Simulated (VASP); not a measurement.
Set up this calculation in VASP 6.6.1, as the native input.

```yaml
Task: single point
Functional: PBE
Potentials_or_basis: VASP PAW PBE potentials, release 64 (Mo_sv)
Cutoff: 520 eV
k_mesh: 18 × 18 × 16
Occupations: fermi-dirac, width 0.08 eV
Spin: no spin polarisation
Dipole_correction: no
k_mesh_for_the_DOS: 27 × 27 × 24
Occupations_for_the_DOS: tetrahedron
Further_INCAR_settings: ALGO = Normal; EDIFF = 1e-06
```

Crystal: Mo.

```xyz
1
Lattice="2.7721 0.0000 0.0000 -1.3861 2.4007 0.0000 0.0000 0.0000 2.5241" Properties=species:S:1:pos:R:3 pbc="T T T"
Mo    0.0000    0.0000    0.0000
```

This isn't the form of Mo at room conditions, which is bcc.

One way to write it, as run:

POSCAR

```
Mo
1.0
    2.7721062516      0.0000000000      0.0000000000
   -1.3860531258      2.4007144359      0.0000000000
    0.0000000000      0.0000000000      2.5241163050
Mo
1
Direct
    0.0000000000      0.0000000000      0.0000000000
```

INCAR.step1

```
ALGO = Normal
EDIFF = 1E-6
ENCUT = 520
GGA = PE
ISIF = 2
ISMEAR = -1
LASPH = True
LCHARG = True
LMAXMIX = 4
LREAL = False
LWAVE = False
NBANDS = 13
NELM = 80
PREC = Accurate
SIGMA = 0.08
```

KPOINTS.step1

```
k-points
0
Gamma
  18 18 16
```

INCAR.step2

```
ALGO = Normal
EDIFF = 1E-6
ENCUT = 520
GGA = PE
ICHARG = 11
ISIF = 2
ISMEAR = -5
LASPH = True
LCHARG = False
LMAXMIX = 4
LORBIT = 11
LREAL = False
LWAVE = False
NEDOS = 1001
NELM = 80
PREC = Accurate
SIGMA = 0.08
```

KPOINTS.step2

```
k-points
0
Gamma
  27 27 24
```

Potentials or basis: VASP PAW PBE potentials, release 64 (Mo_sv).

Run with:

```bash
$ cat potpaw_PBE.64/Mo_sv/POTCAR > POTCAR
$ cp INCAR.step1 INCAR
$ cp KPOINTS.step1 KPOINTS
$ mpirun -np 1 vasp_std > vasp.out
$ cp INCAR.step2 INCAR
$ cp KPOINTS.step2 KPOINTS
$ mpirun -np 1 vasp_std > vasp.out
```

It gave:

The valence electrons inside the program's atomic spheres are Mo 12.56.

Run time: 100 s on 1 thread of Intel Xeon 8259CL, on a shared host, peak memory 0.31 GiB.
